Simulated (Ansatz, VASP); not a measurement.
**BN: VASP beside Ansatz**

File INCAR:

```
ALGO = Normal
EDIFF = 1E-6
ENCUT = 520
GGA = PS
ISIF = 2
ISMEAR = -1
LASPH = True
LCHARG = True
LELF = True
LREAL = False
LVHAR = True
LWAVE = False
NBANDS = 16
NELM = 80
PREC = Accurate
SIGMA = 0.02
```

File KPOINTS:

```
k-points
0
Gamma
  11 11 4
```

The input POSCAR:

```
BN
1.0
    2.5290316213      0.0000000000      0.0000000000
   -1.2645158107      2.1902056311      0.0000000000
    0.0000000000      0.0000000000      6.6612000000
B N
2 2
Direct
    0.3333333333      0.6666666667      0.2500000000
    0.6666666667      0.3333333333      0.7500000000
    0.3333333333      0.6666666667      0.7500000000
    0.6666666667      0.3333333333      0.2500000000
```

Input for Ansatz:

```yaml
crystal:
  lattice:
    - [2.5290316213, 0.0, 0.0]
    - [-1.2645158107, 2.1902056311, 0.0]
    - [0.0, 0.0, 6.6612]
  atoms:
    - { symbol: B, position: [0.3333333333, 0.6666666667, 0.25] }
    - { symbol: B, position: [0.6666666667, 0.3333333333, 0.75] }
    - { symbol: "N", position: [0.3333333333, 0.6666666667, 0.75] }
    - { symbol: "N", position: [0.6666666667, 0.3333333333, 0.25] }
kpoints:
  mp_grid: { grid: [11, 11, 4] }
  band_path:
    path:
      - [0.0, 0.0, 0.0]
      - [0.5, 0.0, 0.0]
      - [0.3333333333, 0.3333333333, 0.0]
      - [0.0, 0.0, 0.0]
      - [0.0, 0.0, 0.5]
      - [0.5, 0.0, 0.5]
      - [0.3333333333, 0.3333333333, 0.5]
      - [0.0, 0.0, 0.5]
      - [0.5, 0.0, 0.5]
    npoints: 5
scf:
  occupations: { method: fermi_dirac, width: 0.02 }
hamiltonian:
  xc: pbesol
  pseudopotentials: { kind: all_electron, lapw: { basis_error: 0.001 } }
output:
  forces: true
  stress: true
  eigenvalues: true
```

Change from the starting cell: equal xx and yy strain of +1 %.

Alike in both runs: task single point; functional PBEsol; k mesh 11 × 11 × 4; occupations fermi-dirac, width 0.02 eV; no spin polarisation.

|  | VASP | Ansatz |
| --- | --- | --- |
| version | VASP 6.6.1 | Ansatz 0.2.0 |
| potentials or method | VASP PAW PBE potentials, release 64 (B, N), cutoff 520 eV | all-electron LAPW, scalar-relativistic |

VASP gave:

```
gap on the k mesh at the Fermi level (eV)                     : 4.18
pressure (GPa)                                                : -6.2
traceless stress, the component that is largest in VASP (GPa) : 6.80
```

Task: Estimate Ansatz's values.

Result: gap on the k mesh at the Fermi level (eV): 4.18; pressure (GPa): -6.5; traceless stress, the component that is largest in VASP (GPa): 7.25.

VASP's potentials were made for PBE, not for PBEsol. Ansatz ran all-electron here, and VASP with PAW potentials.
